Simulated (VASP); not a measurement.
A run of VASP 6.6.1 is set up as follows.

The input POSCAR:

```
Na
1.0
    0.0000000000      3.6557966462      3.6557966462
    3.6557966462      0.0000000000      3.6557966462
    3.6557966462      3.6557966462      0.0000000000
Na
2
Direct
    0.1250000000      0.1250000000      0.1250000000
    0.8750000000      0.8750000000      0.8750000000
```

INCAR.step1

```
  PREC = Accurate
  ENCUT = 520
  ISMEAR = -1
  SIGMA = 0.1
  LREAL = False
  LASPH = True
  NELM = 80
  NBANDS = 14
  GGA = PE
  ALGO = Normal
  EDIFF = 1E-4
  LWAVE = True
  LCHARG = False
```

File INCAR.step2:

```
  PREC = Accurate
  ENCUT = 520
  EDIFF = 1E-6
  ISMEAR = -1
  SIGMA = 0.1
  LREAL = False
  LASPH = True
  NELM = 80
  ALGO = Normal
  ISIF = 2
  LWAVE = False
  LCHARG = True
  METAGGA = R2SCAN
  LMIXTAU = True
  LELF = True
  LVHAR = True
  NBANDS = 14
  ISTART = 1
```

Contents of KPOINTS:

```
regular mesh
0
Gamma
  8 8 8
```

Potentials or basis: VASP PAW PBE potentials, release 64 (Na_pv).

The run is started by

```bash
$ cat potpaw_PBE.64/Na_pv/POTCAR > POTCAR
$ cp INCAR.step1 INCAR
$ mpirun -np 1 vasp_std > vasp.out
$ cp INCAR.step2 INCAR
$ mpirun -np 1 vasp_std > vasp.out
```

(1) Predict the pressure.

(2) Predict the band gap on the k mesh.

## Answers

(1) 0.3 GPa.

(2) zero (bands 7 and 8 overlap by 1.22 eV).

Caveat: the PAW data sets were made with another functional, which shifts forces and pressure a little.
